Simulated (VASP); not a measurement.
# CaS (Fm-3m) in VASP: notebook, part 2 of 2

VASP 6.6.1. Earlier steps stand in the parts before.

## 3. Phonons, r2SCAN

This run uses another cell than the first one, of 23.10 Å³/atom.

Contents of INCAR:

```
ALGO     = Normal         # electronic algorithm
EDIFF    = 1E-8           # SCF threshold, eV
ENCUT    = 550            # plane-wave cutoff, eV
GGA_COMPAT= False        
IBRION   = 6              # ionic algorithm
ISIF     = 2              # what is computed and relaxed
ISMEAR   = 0              # smearing method
LASPH    = True           # aspherical terms in the spheres
LCHARG   = False          # write CHGCAR
LMIXTAU  = True         
LREAL    = False          # projectors in reciprocal space
LWAVE    = False          # write WAVECAR
METAGGA  = R2SCAN         # meta-GGA
NELM     = 120            # most SCF steps
NFREE    = 2            
NSW      = 1              # ionic steps
POTIM    = 0.015          # step
PREC     = Accurate       # precision mode
SIGMA    = 0.01           # smearing width, eV
```

Contents of KPOINTS:

```
k-points
0
Gamma
  8 8 8
```

Contents of POSCAR:

```
CaS
1.0
    2.8478793990      2.8478793990      0.0000000000
   -2.8478793990      2.8478793990      0.0000000000
    0.0000000000      2.8478793990      2.8478793990
Ca S
1 1
Direct
    0.0000000000      0.0000000000      0.0000000000
    0.5000000000      0.5000000000      0.0000000000
```

Potentials or basis: VASP PAW PBE potentials, release 64 (Ca_sv, S).

On the command line:

```
> cat potpaw_PBE.64/Ca_sv/POTCAR potpaw_PBE.64/S/POTCAR > POTCAR
> mpirun -np 1 vasp_std > vasp.out
```

OUTCAR:

```text
EDIFF = 1E-8
   ENCUT = 550
   IBRION = 6
   ISIF = 2
   ISMEAR = 0
   LASPH = True
   LREAL = False
   METAGGA = R2SCAN
   NELM = 120
   NFREE = 2
   NSW = 1
   POTIM = 0.015
   PREC = Accurate

 ion  position               nearest neighbor table
   1  0.000  0.000  0.000-   2 2.85   2 2.85   2 2.85   2 2.85   2 2.85   2 2.85
   2  0.500  0.500  0.000-   1 2.85   1 2.85   1 2.85   1 2.85   1 2.85   1 2.85

  LATTYP: Found a face centered cubic cell.
 ALAT       =     5.6957587980

  Lattice vectors:

[... 741 lines left out ...]
  y     0.00000     0.00000     0.00000     0.00000     0.00000     0.00000
  z     0.00000     0.00000     0.00000     0.00000     0.00000     0.00000

 INTERNAL STRAIN TENSOR FOR ION    2 for displacements in x,y,z  (eV/Angst):
          X           Y           Z          XY          YZ          ZX
  --------------------------------------------------------------------------------
  x     0.00000     0.00000     0.00000     0.00000     0.00000     0.00000
  y     0.00000     0.00000     0.00000     0.00000     0.00000     0.00000
  z     0.00000     0.00000     0.00000     0.00000     0.00000     0.00000

 Eigenvectors and eigenvalues of the dynamical matrix
 ----------------------------------------------------

   1 f  =    6.989700 THz    43.917578 2PiTHz  233.151281 cm-1    28.907062 meV
             X         Y         Z           dx          dy          dz
      0.000000  0.000000  0.000000    -0.047045   -0.350559    0.564295
      0.000000  2.847879  0.000000     0.052695    0.392661   -0.632065
[... 21 lines left out ...]
   6 f/i=    0.006598 THz     0.041455 2PiTHz    0.220078 cm-1     0.027286 meV
             X         Y         Z           dx          dy          dz
      0.000000  0.000000  0.000000    -0.516214   -0.377915    0.383626
      0.000000  2.847879  0.000000    -0.460866   -0.337394    0.342494

 ELASTIC MODULI CONTR FROM IONIC RELAXATION (kBar)
 Direction    XX          YY          ZZ          XY          YZ          ZX
 --------------------------------------------------------------------------------
 XX           0.0000      0.0000      0.0000      0.0000      0.0000      0.0000
 YY           0.0000      0.0000      0.0000      0.0000      0.0000      0.0000
 ZZ           0.0000      0.0000      0.0000      0.0000      0.0000      0.0000
 XY           0.0000      0.0000      0.0000      0.0000      0.0000      0.0000
 YZ           0.0000      0.0000      0.0000      0.0000      0.0000      0.0000
 ZX           0.0000      0.0000      0.0000      0.0000      0.0000      0.0000
 --------------------------------------------------------------------------------
```

Run time: 5.6 min. Hardware: 1 thread of AMD EPYC 9R45 (Zen 5), shared host; peak memory 0.21 GiB.

What came out:

```yaml
Highest_phonon_frequency_at_Γ_LO-TO_splitting_left_out: 233 cm⁻¹
```

Phonon frequencies in cm⁻¹ (negative: imaginary):
| q point | frequencies |
| --- | --- |
| (0.000, 0.000, 0.000) | 0 0 0 233 233 233 |

Caveat: the PAW data sets were made with another functional, which shifts forces and pressure a little.

## 4. Phonons, r2SCAN

This run uses another cell than the first one, of 23.92 Å³/atom.

Contents of INCAR:

```
PREC = Accurate
ENCUT = 550
EDIFF = 1E-8
ISMEAR = 0
SIGMA = 0.01
LREAL = False
LASPH = True
NELM = 120
ALGO = Normal
ISIF = 2
LWAVE = False
LCHARG = False
METAGGA = R2SCAN
LMIXTAU = True
NBANDS = 15
IBRION = 6
NFREE = 2
POTIM = 0.015
NSW = 1
GGA_COMPAT = False
```

Contents of KPOINTS:

```
Automatic mesh
0
Gamma
  8 8 8
```

Contents of POSCAR:

```
CaS
1.0
    2.8812658363      2.8812658363      0.0000000000
   -2.8812658363      2.8812658363      0.0000000000
    0.0000000000      2.8812658363      2.8812658363
Ca S
1 1
Direct
    0.0000000000      0.0000000000      0.0000000000
    0.5000000000      0.5000000000      0.0000000000
```

Potentials or basis: VASP PAW PBE potentials, release 64 (Ca_sv, S).

On the command line:

```
> cat potpaw_PBE.64/Ca_sv/POTCAR potpaw_PBE.64/S/POTCAR > POTCAR
> mpirun -np 1 vasp_std > vasp.out
```

OUTCAR:

```text
PREC = Accurate
   ENCUT = 550
   EDIFF = 1E-8
   ISMEAR = 0
   LREAL = False
   LASPH = True
   NELM = 120
   ISIF = 2
   METAGGA = R2SCAN
   IBRION = 6
   NFREE = 2
   POTIM = 0.015
   NSW = 1

 ion  position               nearest neighbor table
   1  0.000  0.000  0.000-   2 2.88   2 2.88   2 2.88   2 2.88   2 2.88   2 2.88
   2  0.500  0.500  0.000-   1 2.88   1 2.88   1 2.88   1 2.88   1 2.88   1 2.88

  LATTYP: Found a face centered cubic cell.
 ALAT       =     5.7625316726

  Lattice vectors:

 A1 = (   0.0000000000,   2.8812658363,   2.8812658363)
 A2 = (   2.8812658363,   0.0000000000,   2.8812658363)
 A3 = (   2.8812658363,   2.8812658363,   0.0000000000)

Analysis of symmetry for initial positions (statically):
=====================================================================
 Subroutine PRICEL returns:
 Original cell was already a primitive cell.

 Routine SETGRP: Setting up the symmetry group for a
[... 770 lines left out ...]
  Total       -0.5131628     -0.5180094     -0.5180094     -0.0000000      0.0000000     -0.0000000
  in kB      -17.1864339    -17.3487503    -17.3487503     -0.0000000      0.0000000     -0.0000000
  external PRESSURE =     -17.2946448 kB  Pullay stress =       0.0000000 kB
[... 17 lines left out ...]
  FREE ENERGIE OF THE ION-ELECTRON SYSTEM (eV)
  ---------------------------------------------------
  free  energy   TOTEN  =       -19.9346289530 eV

  energy  without entropy=      -19.9346289530  energy(sigma->0) =      -19.93462895

 INTERNAL STRAIN TENSORS FROM DISPLACED ATOMS
 ============================================

 INTERNAL STRAIN TENSOR FOR ION    1 for displacements in x,y,z  (eV/Angst):
          X           Y           Z          XY          YZ          ZX
  --------------------------------------------------------------------------------
  x     0.00000     0.00000     0.00000     0.00000     0.00000     0.00000
  y     0.00000     0.00000     0.00000     0.00000     0.00000     0.00000
  z     0.00000     0.00000     0.00000     0.00000     0.00000     0.00000

 INTERNAL STRAIN TENSOR FOR ION    2 for displacements in x,y,z  (eV/Angst):
          X           Y           Z          XY          YZ          ZX
  --------------------------------------------------------------------------------
  x     0.00000     0.00000     0.00000     0.00000     0.00000     0.00000
  y     0.00000     0.00000     0.00000     0.00000     0.00000     0.00000
  z     0.00000     0.00000     0.00000     0.00000     0.00000     0.00000

 Eigenvectors and eigenvalues of the dynamical matrix
 ----------------------------------------------------

   1 f  =    6.470577 THz    40.655836 2PiTHz  215.835223 cm-1    26.760145 meV
             X         Y         Z           dx          dy          dz
      0.000000  0.000000  0.000000     0.001035    0.145147    0.651293
      0.000000  2.881266  0.000000    -0.001155   -0.162014   -0.726979
[... 21 lines left out ...]
   6 f/i=    0.005073 THz     0.031875 2PiTHz    0.169217 cm-1     0.020980 meV
             X         Y         Z           dx          dy          dz
      0.000000  0.000000  0.000000    -0.213464    0.584460    0.409375
      0.000000  2.881266  0.000000    -0.191240    0.523612    0.366755

 ELASTIC MODULI CONTR FROM IONIC RELAXATION (kBar)
 Direction    XX          YY          ZZ          XY          YZ          ZX
 --------------------------------------------------------------------------------
 XX           0.0000      0.0000      0.0000      0.0000      0.0000      0.0000
 YY           0.0000      0.0000      0.0000      0.0000      0.0000      0.0000
 ZZ           0.0000      0.0000      0.0000      0.0000      0.0000      0.0000
 XY           0.0000      0.0000      0.0000      0.0000      0.0000      0.0000
 YZ           0.0000      0.0000      0.0000      0.0000      0.0000      0.0000
 ZX           0.0000      0.0000      0.0000      0.0000      0.0000      0.0000
 --------------------------------------------------------------------------------
```

OSZICAR:

```text
N       E                     dE             d eps       ncg     rms          rms(c)
DAV:   1     0.104897222303E+03    0.10490E+03   -0.79508E+03   870   0.106E+03
DAV:   2    -0.176148922904E+02   -0.12251E+03   -0.11642E+03  1080   0.262E+02
DAV:   3    -0.229244407685E+02   -0.53095E+01   -0.52505E+01  1159   0.531E+01
[... 82 lines left out ...]
DAV:  10    -0.199346289793E+02   -0.31900E-06   -0.72637E-08  2302   0.262E-03    0.876E-04
DAV:  11    -0.199346288736E+02    0.10561E-06   -0.49441E-08  1889   0.213E-03    0.998E-04
DAV:  12    -0.199346289652E+02   -0.91581E-07   -0.17693E-08  1846   0.147E-03    0.507E-04
DAV:  13    -0.199346289445E+02    0.20716E-07   -0.39461E-10  1081   0.184E-04    0.294E-04
DAV:  14    -0.199346289575E+02   -0.13023E-07   -0.52122E-10   983   0.233E-04    0.475E-05
DAV:  15    -0.199346289530E+02    0.45052E-08   -0.86608E-11  1046   0.895E-05
   5 F= -.19934629E+02 E0= -.19934629E+02  d E =-.175367-102
```

It took 6.6 min on 1 thread of AMD EPYC 9R45 (Zen 5), shared host; peak memory 0.22 GiB.

Results:

* Highest phonon frequency at Γ, LO-TO splitting left out: 216 cm⁻¹

Phonon frequencies in cm⁻¹ (negative: imaginary):
```
              q point        frequencies
(0.000, 0.000, 0.000)  0 0 0 216 216 216
```

Caveat: the cell stands under pressure or tension, which shifts response properties; the PAW data sets were made with another functional, which shifts forces and pressure a little.
